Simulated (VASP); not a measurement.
Set up this calculation in VASP 6.6.1, as the native input.

| Item | Value |
| --- | --- |
| Task | single point |
| Functional | PBE |
| Dispersion | D4 |
| Potentials or basis | VASP PAW PBE potentials, release 64 (O, C) |
| Cutoff | 520 eV |
| k mesh | 9 × 9 × 9 |
| Occupations | fermi-dirac, width 0.05 eV |
| Spin | no spin polarisation |
| Dipole correction | no |
| Further INCAR settings | ALGO = Normal; EDIFF = 1e-06; NBANDS = 25 |

The structure of CO2 lies in POSCAR:

```
CO2
1.0
   -1.9747270000      1.9747270000      3.0140580000
    1.9747270000     -1.9747270000      3.0140580000
    1.9747270000      1.9747270000     -3.0140580000
O C
4 2
Direct
    0.8750000000      0.9597980000      0.5847980000
    0.3750000000      0.2902020000      0.4152020000
    0.0402020000      0.6250000000      0.9152020000
    0.7097980000      0.1250000000      0.0847980000
    0.0000000000      0.0000000000      0.0000000000
    0.7500000000      0.2500000000      0.5000000000
```

The input as run:

INCAR

```
PREC     = Accurate       # precision mode
ENCUT    = 520            # plane-wave cutoff, eV
EDIFF    = 1E-6           # SCF threshold, eV
ISMEAR   = -1             # smearing method
SIGMA    = 0.05           # smearing width, eV
LREAL    = False          # projectors in reciprocal space
LASPH    = True           # aspherical terms in the spheres
NELM     = 60             # most SCF steps
ALGO     = Normal         # electronic algorithm
ISIF     = 2              # what is computed and relaxed
LWAVE    = False          # write WAVECAR
LCHARG   = False          # write CHGCAR
GGA      = PE             # functional
IVDW     = 13             # dispersion correction
NBANDS   = 25             # bands
```

KPOINTS

```
Automatic mesh
0
Gamma
  9 9 9
```

Potentials or basis: VASP PAW PBE potentials, release 64 (O, C).

Launch:

```bash
$ cat potpaw_PBE.64/O/POTCAR potpaw_PBE.64/C/POTCAR > POTCAR
$ mpirun -np 1 vasp_std > vasp.out
```

It gave:

- Pressure: -1.4 GPa
- Largest force: 0.073 eV/Å
- Band gap on the k mesh: 7.66 eV (least direct gap 8.09 eV)
- Dispersion energy per atom: -0.127 eV

Caveat: an odd mesh through Γ misses points on the zone boundary, where band edges can lie.

Wall time 41 s on 1 thread of Intel(R) Xeon(R) Platinum 8488C (Sapphire Rapids), with other jobs on the host, peak memory 0.2 GiB.
